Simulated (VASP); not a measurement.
Runs of VASP 6.6.1 on Ta. The structure is that of space group Im-3m (No. 229), or close to it. The cells are those of the table. 

```csv
task,cell,k mesh,cutoff (eV),smearing,gap on the mesh (eV),pressure (GPa)
single point,"a = 2.844 Å, angles 109.5°, 1 atom",20 × 20 × 20,520,fermi-dirac 0.15 eV,none,0.2
single point,"a = 2.722 Å, angles 109.5°, 1 atom",18 × 18 × 18,520,gaussian 0.1 eV,none,34.7
single point,"a = 2.897 Å, angles 109.5°, 1 atom",18 × 18 × 18,520,gaussian 0.1 eV,none,-10.7
single point,"a = 2.841 Å, angles 109.5°, 1 atom",18 × 18 × 18,520,gaussian 0.1 eV,none,0.2
single point,"a = 3.281, b = 3.281, c = 2.841 Å, angles 125.3, 54.7, 90.0°, 1 atom",11 × 11 × 21,520,gaussian 0.1 eV,none,(a)
single point,"a = 2.783 Å, angles 109.5°, 1 atom",18 × 18 × 18,520,gaussian 0.1 eV,none,14.9
single point,"a = 2.812 Å, angles 109.5°, 1 atom",18 × 18 × 18,520,gaussian 0.1 eV,none,6.9
single point,"a = 2.753 Å, angles 109.5°, 1 atom",18 × 18 × 18,520,gaussian 0.1 eV,none,(b)
single point,"a = 2.869 Å, angles 109.5°, 1 atom",18 × 18 × 18,520,gaussian 0.1 eV,none,-5.7
relaxation of cell and atoms,"relaxed from a = 2.860 Å, angles 109.5°, 1 atom",18 × 18 × 18,600,gaussian 0.1 eV,none,0.0
```

Alike in all rows: level PBEsol; potentials or basis VASP PAW PBE potentials, release 64 (Ta_pv); no spin polarisation.

Problem. Fill in the values left out.

Solution. (a) 0.4; (b) 24.2.

Caveats: the PAW data sets were made with another functional, which shifts forces and pressure a little; spin-orbit coupling is left out, which moves the levels of the heavy elements.

A k mesh can miss the band edges, and the runs leave out spin-orbit coupling on Ta.

A gap of «none» marks levels without a gap at the run's occupations.
